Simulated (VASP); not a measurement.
Crystal: In3As.

```xyz
4
Lattice="3.9704 0.0000 0.0000 0.0000 5.8486 0.0000 -1.2692 0.0000 4.1230" Properties=species:S:1:pos:R:3 pbc="T T T"
In    1.9852    4.6963    0.0000
In    1.9852    1.1523    0.0000
In    0.0000    0.0000    0.0000
As    1.9852    2.9243    0.0000
```

```yaml
Program: VASP 6.6.1
Task: relaxation of cell and atoms
Functional: PBE
Potentials_or_basis: VASP PAW PBE potentials, release 64 (In_d, As)
Cutoff: 600 eV
k_mesh: 4 × 4 × 4
Occupations: gaussian, width 0.1 eV
Spin: no spin polarisation
```

At the start: pressure 109.5 GPa; volume 23.94 Å³/atom.

**Question.** Where does the relaxation end?

**Answer.** Over 37 steps the energy falls by 5820.0 meV/atom and the volume is 31.70 Å³/atom (+32.5 %); space group P2/m (No. 10, to 0.05 Å).

Step by step:
```
step  energy change (eV)  largest force (eV/Å)  pressure (GPa)  volume (Å³)
   1              0.0000               18.9871          109.46        95.74
   2             66.9127              170.0620          -32.70       420.10
   3              6.3594               58.3451           21.66       225.19
   4            129.3284                1.9573          -80.18       552.11
   5            -14.1570                2.3307          -10.07       279.26
   6            -15.2731                3.5465           -6.72       267.27
   7            -15.7945                6.3388           -2.51       253.52
   8            -15.7951                6.6370           -2.17       252.49
   9            -16.6661                8.9831            2.08       229.80
  10            -16.7600               10.1472            3.58       219.99
  11            -17.7887                7.6561            2.33       214.99
  12            -19.7507                3.5333           -0.29       200.12
  13            -21.9726                1.2519           -2.16       171.18
  14             16.4971               76.2546          106.12       117.02
  15            -20.6591                4.9061            0.66       170.15
  16            -21.9317                1.2527            3.50       142.92
  17            -22.0727                1.8395            0.46       152.63
  18            -22.1693                0.9398            1.03       148.95
  19            -22.1680                0.5522            1.38       147.60
  20            -22.3189                0.9404            0.00       150.94
  21            -22.3590                1.1194           -0.75       153.30
  22            -22.3621                1.1661           -1.02       154.13
  23            -22.4497                1.0105           -1.12       152.26
  24            -22.6927                0.6970           -1.27       146.58
  25            -23.0783                0.2023           -0.32       134.92
  26            -21.5816                2.7711           13.01       110.43
  27            -23.1055                0.4886            0.15       132.51
  28            -23.1133                0.6194            0.50       131.03
  29            -23.2170                0.4784            0.28       129.62
  30            -23.2220                0.3504            0.67       127.86
  31            -23.2405                0.4326            0.39       128.83
  32            -23.2409                0.4027            0.46       128.56
  33            -23.2413                0.4104            0.44       128.64
  34            -23.2671                0.1819           -0.34       130.32
  35            -23.2687                0.1158           -0.59       130.86
  36            -23.2773                0.0608           -0.29       128.93
  37            -23.2798                0.0005            0.08       126.82
```

Final structure:
```
CELL_PARAMETERS angstrom
5.11841 0.00000 0.29196
0.00000 9.19401 0.00000
-1.41773 0.00000 2.61401
ATOMIC_POSITIONS crystal
In 0.50000 0.79735 0.00000
In 0.50000 0.20265 0.00000
In 0.00000 0.00000 0.00000
As 0.50000 0.50000 0.00000
```

Caveat: the k points lie up to 0.58 Å⁻¹ apart in the final cell; the volume moved by over 15 % at a fixed basis, so the end points are rough.
